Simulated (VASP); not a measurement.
# CdSe (P6_3mc) in VASP: notebook, part 2 of 2

VASP 6.6.1. The steps go on from the part before.

### 4 Single point, PBE

This run uses another cell than the first one, of 28.10 Å³/atom.

INCAR reads:

```
ALGO     = Normal         # electronic algorithm
EDIFF    = 1E-6           # SCF threshold, eV
ENCUT    = 500            # plane-wave cutoff, eV
GGA      = PE             # functional
GGA_COMPAT= F            
ISIF     = 2              # what is computed and relaxed
ISMEAR   = -1             # smearing method
LASPH    = T              # aspherical terms in the spheres
LCHARG   = F              # write CHGCAR
LREAL    = F              # projectors in reciprocal space
LWAVE    = F              # write WAVECAR
NBANDS   = 26             # bands
NELM     = 120            # most SCF steps
PREC     = Accurate       # precision mode
SIGMA    = 0.03           # smearing width, eV
```

KPOINTS reads:

```
k-points
0
Gamma
  4 4 2
```

POSCAR reads:

```
CdSe
1.0
    4.3000000000      0.0000000000      0.0000000000
   -2.1500000000      3.7239092363      0.0000000000
    0.0000000000      0.0000000000      7.0200000000
Cd Se
2 2
Direct
    0.6666666667      0.3333333333      0.5000000000
    0.3333333333      0.6666666667      0.0000000000
    0.6666666667      0.3333333333      0.8850000000
    0.3333333333      0.6666666667      0.3850000000
```

Potentials or basis: VASP PAW PBE potentials, release 64 (Cd, Se).

On the command line:

```console
$ cat potpaw_PBE.64/Cd/POTCAR potpaw_PBE.64/Se/POTCAR > POTCAR
$ mpirun -np 1 vasp_std > vasp.out
```

OUTCAR:

```text
EDIFF = 1E-6
   ENCUT = 500
   GGA = PE
   ISIF = 2
   ISMEAR = -1
   LASPH = T
   LREAL = F
   NELM = 120
   PREC = Accurate

 ion  position               nearest neighbor table
   1  0.667  0.333  0.500-   4 2.61   4 2.61   4 2.61   3 2.70
   2  0.333  0.667  0.000-   3 2.61   3 2.61   3 2.61   4 2.70
   3  0.667  0.333  0.885-   2 2.61   2 2.61   2 2.61   1 2.70
   4  0.333  0.667  0.385-   1 2.61   1 2.61   1 2.61   2 2.70

  LATTYP: Found a hexagonal cell.
 ALAT       =     4.3000000000
 C/A-ratio  =     1.6325581395

  Lattice vectors:

 A1 = (   4.3000000000,   0.0000000000,   0.0000000000)
 A2 = (  -2.1500000000,   3.7239092363,   0.0000000000)
 A3 = (   0.0000000000,   0.0000000000,   7.0200000000)

Analysis of symmetry for initial positions (statically):
=====================================================================
 Subroutine PRICEL returns:
 Original cell was already a primitive cell.

 Routine SETGRP: Setting up the symmetry group for a
 hexagonal supercell.

 Subroutine GETGRP returns: Found 12 space group operations
 (whereof  6 operations were pure point group operations)
 out of a pool of 24 trial point group operations.

The static configuration has the point symmetry C_3v.
 The point group associated with its full space group is C_6v.

Analysis of symmetry for dynamics (positions and initial velocities):
=====================================================================
 Subroutine PRICEL returns:
 Original cell was already a primitive cell.

 Routine SETGRP: Setting up the symmetry group for a
 hexagonal supercell.

 Subroutine GETGRP returns: Found 12 space group operations
 (whereof  6 operations were pure point group operations)
 out of a pool of 24 trial point group operations.

The dynamic configuration has the point symmetry C_3v.
 The point group associated with its full space group is C_6v.

 Subroutine INISYM returns: Found 12 space group operations
 (whereof  6 operations are pure point group operations),
 and found     1 'primitive' translations

----------------------------------------------------------------------------------------

                                     Primitive cell

  volume of cell :     112.4099

  direct lattice vectors                    reciprocal lattice vectors
     4.300000000  0.000000000  0.000000000     0.232558140  0.134267504  0.000000000
    -2.150000000  3.723909236  0.000000000     0.000000000  0.268535009  0.000000000
     0.000000000  0.000000000  7.020000000     0.000000000  0.000000000  0.142450142

  length of vectors
     4.300000000  4.300000000  7.020000000     0.268535009  0.268535009  0.142450142

  position of ions in fractional coordinates (direct lattice)
     0.666666667  0.333333333  0.500000000
     0.333333333  0.666666667  0.000000000
     0.666666667  0.333333333  0.885000000
     0.333333333  0.666666667  0.385000000

  ion indices of the primitive-cell ions
   primitive index   ion index
                 1           1
                 2           2
                 3           3
                 4           4

----------------------------------------------------------------------------------------

 KPOINTS: k-points

Automatic generation of k-mesh.
 Grid dimensions read from file:
 generate k-points for:    4    4    2

 Generating k-lattice:

  Cartesian coordinates                     Fractional coordinates (reciprocal lattice)
     0.058139535  0.033566876  0.000000000     0.250000000  0.000000000  0.000000000
     0.000000000  0.067133752  0.000000000     0.000000000  0.250000000  0.000000000
     0.000000000  0.000000000  0.071225071     0.000000000  0.000000000  0.500000000

  Length of vectors
     0.067133752  0.067133752  0.071225071

  Shift w.r.t. Gamma in fractional coordinates (k-lattice)
     0.000000000  0.000000000  0.000000000

 Subroutine IBZKPT returns following result:
 ===========================================

 Found      8 irreducible k-points:

 Following reciprocal coordinates:
            Coordinates               Weight
  0.000000  0.000000  0.000000      1.000000
  0.250000 -0.000000  0.000000      6.000000
  0.500000 -0.000000  0.000000      3.000000
  0.250000  0.250000  0.000000      6.000000
  0.000000  0.000000  0.500000      1.000000
  0.250000 -0.000000  0.500000      6.000000
  0.500000 -0.000000  0.500000      3.000000
  0.250000  0.250000  0.500000      6.000000
   k-points           NKPTS =      8   k-points in BZ     NKDIM =      8   number of bands    NBANDS=     26
   number of dos      NEDOS =    301   number of ions     NIONS =      4
   total plane-waves  NPLWV =  55296
   dimension x,y,z NGX =    32 NGY =   32 NGZ =   54
   dimension x,y,z NGXF=    64 NGYF=   64 NGZF=  108
   ions per type =               2   2
   NGX,Y,Z   is equivalent  to a cutoff of  12.37, 12.37, 12.79 a.u.
   NGXF,Y,Z  is equivalent  to a cutoff of  24.74, 24.74, 25.58 a.u.
 SYSTEM =  unknown system
   PREC   = accura    normal or accurate (medium, high low for compatibility)
   ISTART =      0    job   : 0-new  1-cont  2-samecut
   ICHARG =      2    charge: 1-file 2-atom 10-const
   ISPIN  =      1    spin polarized calculation?
   LNONCOLLINEAR =      F non collinear calculations
   LSORBIT =      F    spin-orbit coupling
   LASPH  =      T    aspherical Exc in radial PAW
   ENCUT  =  500.0 eV  36.75 Ry    6.06 a.u.   7.84  7.84 12.80*2*pi/ulx,y,z
   NELM   =    120;   NELMIN=  2; NELMDL= -5     # of ELM steps
   EDIFF  = 0.1E-05   stopping-criterion for ELM
   LREAL  =      F    real-space projection
   EDIFFG = 0.1E-04   stopping-criterion for IOM
   NSW    =      0    number of steps for IOM
   IBRION =     -1    ionic relax: 0-MD 1-quasi-New 2-CG
   NFREE  =      0    steps in history (QN), initial steepest desc. (CG)
   ISIF   =      2    stress and relaxation
   ISYM   =      2    0-nonsym 1-usesym 2-fastsym
   POTIM  = 0.5000    time-step for ionic-motion
   TEBEG  =    0.0;   TEEND  =   0.0 temperature during run
   PSTRESS=    0.0 pullay stress
   NELECT =      36.0000    total number of electrons
   NUPDOWN=      -1.0000    fix difference up-down
   EMIN   =  10.00;   EMAX   =-10.00  energy-range for DOS
   EFERMI =   0.00;   METHOD = LEGACY
   ISMEAR =    -1;   SIGMA  =   0.03  broadening in eV -4-tet -1-fermi 0-gaus
   EFERMI_NEDOS =   21; number of points for ismear=-14 and -15
   IALGO  =     38    algorithm
   IMIX   =      4    mixing-type and parameters
     AMIX     =   0.40;   BMIX     =  1.00
     AMIX_MAG =   1.60;   BMIX_MAG =  1.00
  volume/ion in A,a.u.               =      28.10       189.64
  Fermi-wavevector in a.u.,A,eV,Ry     =   1.120059  2.116604 17.068937  1.254531
  Thomas-Fermi vector in A             =   2.256702
   LORBIT       =      0    0 simple, 1 ext, 2 COOP (PROOUT), +10 PAW based schemes
   GGA     = PE    functional components
   LHFCALC =     F    Hartree Fock is set to
   AEXX    =    0.0000 exact exchange contribution
   IVDW    =     0    specifies the selected vdW correction
   LEPSILON=     F    determine dielectric tensor
   LRPA    =     F    only Hartree local field effects (RPA)
 non-spin polarized calculation
  energy-cutoff  :      500.00
  volume of cell :      112.41
 maximum number of plane-waves:      2866
 NGX is ok and might be reduce to    32
   NGX = 15   NGY = 15   NGZ = 25

 number of electron      35.9999998 magnetization

 Free energy of the ion-electron system (eV)
  ---------------------------------------------------
  ext. energy  EPLUGINS =         0.00000000
  ---------------------------------------------------
  free energy    TOTEN  =       -10.85015408 eV

  energy without entropy =      -10.85015335  energy(sigma->0) =      -10.85015371

 E-fermi :   1.3137     XC(G=0):  -8.8754

 val. band max:        0.9510808038   @ k =   0.0000   0.0000   0.0000
 cond. band min:       1.6464558851   @ k =   0.0000   0.0000   0.0000
 fundamental gap:      0.6953750813
 Fermi energy:         1.3137129138

 k-point     1 :       0.0000    0.0000    0.0000
  band No.  band energies     occupation
      1     -11.6408      2.00000
      2     -11.2742      2.00000
      3      -6.9991      2.00000
      4      -6.9991      2.00000
      5      -6.9436      2.00000
      6      -6.9436      2.00000
[... 221 lines left out ...]
     25       8.6402      0.00000
     26       8.6402      0.00000

------------------------ aborting loop because EDIFF is reached ----------------------------------------

  FORCE on cell =-STRESS in cart. coord.  units (eV):
  Direction    XX          YY          ZZ          XY          YZ          ZX
  --------------------------------------------------------------------------------------
  -------------------------------------------------------------------------------------
  Total        2.9435901      2.9435901      1.2657390      0.0000000      0.0000000      0.0000000
  in kB       41.9549553     41.9549553     18.0405637      0.0000000      0.0000000      0.0000000
  external PRESSURE =      33.9834914 kB  Pullay stress =       0.0000000 kB

 VOLUME and BASIS-vectors are now :
 -----------------------------------------------------------------------------
  energy-cutoff  :      500.00
  volume of cell :      112.41
      direct lattice vectors                 reciprocal lattice vectors
     4.300000000  0.000000000  0.000000000     0.232558140  0.134267504  0.000000000
    -2.150000000  3.723909236  0.000000000     0.000000000  0.268535009  0.000000000
     0.000000000  0.000000000  7.020000000     0.000000000  0.000000000  0.142450142

 POSITION                                       TOTAL-FORCE (eV/Angst)
 -----------------------------------------------------------------------------------
      2.15000      1.24130      3.51000         0.000000      0.000000      0.306793
     -0.00000      2.48261      0.00000        -0.000000      0.000000      0.306793
      2.15000      1.24130      6.21270         0.000000     -0.000000     -0.306793
     -0.00000      2.48261      2.70270        -0.000000      0.000000     -0.306793
 -----------------------------------------------------------------------------------
    total drift:                               -0.000000     -0.000000      0.000028

  FREE ENERGIE OF THE ION-ELECTRON SYSTEM (eV)
  ---------------------------------------------------
  free  energy   TOTEN  =       -10.8501540760 eV

  energy  without entropy=      -10.8501533538  energy(sigma->0) =      -10.85015371
```

Run time: 23 s. Hardware: 1 thread of Intel Xeon Platinum 8488C (Sapphire Rapids), shared host; peak memory 0.22 GiB.

Results:

```
Free energy            : -10.8502 eV
Pressure               : 3.4 GPa
Largest force          : 0.307 eV/Å
Band gap on the k mesh : 0.70 eV
```

Forces in eV/Å, atoms in the order of the input:
```
Cd   0.000  0.000  0.307
Cd   0.000  0.000  0.307
Se   0.000  0.000 -0.307
Se   0.000  0.000 -0.307
```

Caveat: the k points lie up to 0.45 Å⁻¹ apart. PBE gaps usually lie below the measured ones, often by a third to a half.

### 5 Overview

| spin | cell | k mesh | cutoff (eV) | smearing | gap on the mesh (eV) | pressure (GPa) | moment (μB) | largest force (eV/Å) |
| --- | --- | --- | --- | --- | --- | --- | --- | --- |
| collinear | a = 4.271, b = 4.271, c = 6.973 Å, angles 90.0, 90.0, 120.0°, 4 atoms | 7 × 7 × 4 | 520 | fermi-dirac 0.01 eV | 0.75 | 4.6 | 0.00 | 0.31 |
| collinear | a = 4.300, b = 4.300, c = 7.020 Å, angles 90.0, 90.0, 120.0°, 4 atoms | 7 × 7 × 4 | 520 | fermi-dirac 0.01 eV | 0.70 | 3.3 | 0.00 | 0.29 |
| off | a = 4.300, b = 4.300, c = 7.020 Å, angles 90.0, 90.0, 120.0°, 4 atoms | 4 × 4 × 2 | 500 | fermi-dirac 0.03 eV | 0.70 | 3.4 | - | 0.31 |

Alike in all rows: task single point; level PBE; potentials or basis VASP PAW PBE potentials, release 64 (Cd, Se).

Caveats: some runs use coarse meshes; the cell stands under pressure (at least some runs).

Total energies depend on the potentials used, so only differences within one code and one set of settings carry meaning.
